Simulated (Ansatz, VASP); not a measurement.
## InSb3 in VASP and in Ansatz

Contents of INCAR:

```
ALGO = Normal ; EDIFF = 1E-6
ENCUT = 520 ; GGA = PE
ISIF = 2 ; ISMEAR = 0
LASPH = True ; LCHARG = False
LREAL = False ; LWAVE = False
NBANDS = 22 ; NELM = 60
PREC = Accurate ; SIGMA = 0.1
```

Contents of KPOINTS:

```
k-points
0
Gamma
  8 8 8
```

The input POSCAR:

```
InSb3
1.0
    0.0000000000      3.7945550000      3.7945550000
    3.7945550000      0.0000000000      3.7945550000
    3.7945550000      3.7945550000      0.0000000000
In Sb
1 3
Direct
    0.0000000000      0.0000000000      0.0000000000
    0.2500000000      0.2500000000      0.2500000000
    0.7500000000      0.7500000000      0.7500000000
    0.4505870912      0.5494129088      0.5494129088
```

Input for Ansatz:

```yaml
crystal:
  lattice:
    - [0.0, 3.794555, 3.794555]
    - [3.794555, 0.0, 3.794555]
    - [3.794555, 3.794555, 0.0]
  atoms:
    - { symbol: In, position: [0.0, 0.0, 0.0] }
    - { symbol: Sb, position: [0.25, 0.25, 0.25] }
    - { symbol: Sb, position: [0.75, 0.75, 0.75] }
    - { symbol: Sb, position: [0.4505870912, 0.5494129088, 0.5494129088] }
basis:
  ecutwfc: 420
kpoints:
  mp_grid: { grid: [8, 8, 8] }
hamiltonian:
  xc: pbe
scf:
  occupations: { method: gaussian, width: 0.1 }
output:
  forces: true
  stress: true
  eigenvalues: true
```

Change from the starting cell: one atom moved.

Alike in both runs: task single point; functional PBE; k mesh 8 × 8 × 8; occupations gaussian, width 0.1 eV; no spin polarisation.

|  | VASP | Ansatz |
| --- | --- | --- |
| version | VASP 6.6.1 | Ansatz 0.2.0 |
| potentials or method | VASP PAW PBE potentials, release 64 (In_d, Sb), cutoff 520 eV | scalar-relativistic, plane waves, PAW |
| valence electrons in the cell | 28 | 58 |

```csv
,VASP,Ansatz,Ansatz less VASP
gap on the k mesh at the Fermi level (eV),none,none,-
pressure (GPa),1.0,1.1,+0.08
"traceless stress, the component that is largest in VASP (GPa)",-0.49,-0.48,+0.009
rms of the force components (eV/Å),0.241,0.238,-0.0023
```

Atom by atom the forces differ by 0.003 eV/Å (rms over components). A gap of «none» marks a metal or a gap that the smearing closes. VASP's potentials hold 28 valence electrons a cell and Ansatz's 58, so a difference there can come from the potentials and not from the codes.

Spin-orbit coupling is off throughout.
